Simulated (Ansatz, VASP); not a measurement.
**Two plane-wave programs on Al3H**

```
Al H
1.0
     5.61852    0.00000    0.00000
    -2.80926    4.86578    0.00000
     0.00000    0.00000    4.29608
Al H
6 2
Direct
  0.17403 0.34807 0.75000
  0.82597 0.17403 0.25000
  0.82597 0.65193 0.25000
  0.17403 0.82597 0.75000
  0.65193 0.82597 0.75000
  0.34807 0.17403 0.25000
  0.66667 0.33333 0.75000
  0.33333 0.66667 0.25000
```

Change from the starting cell: species swapped into the V3Sn type (P6_3/mmc, No. 194).

Alike in both runs: functional PBE; k mesh 6 × 6 × 4; occupations gaussian, width 0.1 eV; no spin polarisation.

Ansatz relaxed the structure, and its values are those at the end. VASP's run is a single point on that final structure, the one shown.

|  | VASP | Ansatz |
| --- | --- | --- |
| version | VASP 6.6.1 | Ansatz 0.2.0 |
| potentials or method | VASP PAW PBE potentials, release 64 (Al, H), cutoff 520 eV | scalar-relativistic, plane waves, PAW |
| valence electrons in the cell | 20 | 20 |

|  | VASP | Ansatz | Ansatz less VASP |
| --- | --- | --- | --- |
| gap on the k mesh at the Fermi level (eV) | none | none | - |
| pressure (GPa) | 0.2 | 0.2 | +0.05 |
| rms of the force components (eV/Å) | 0.006 | 0.006 | +0.0004 |

A gap of «none» marks a metal or a gap that the smearing closes.

The k mesh is coarse, so the values compare programs but aren't converged.
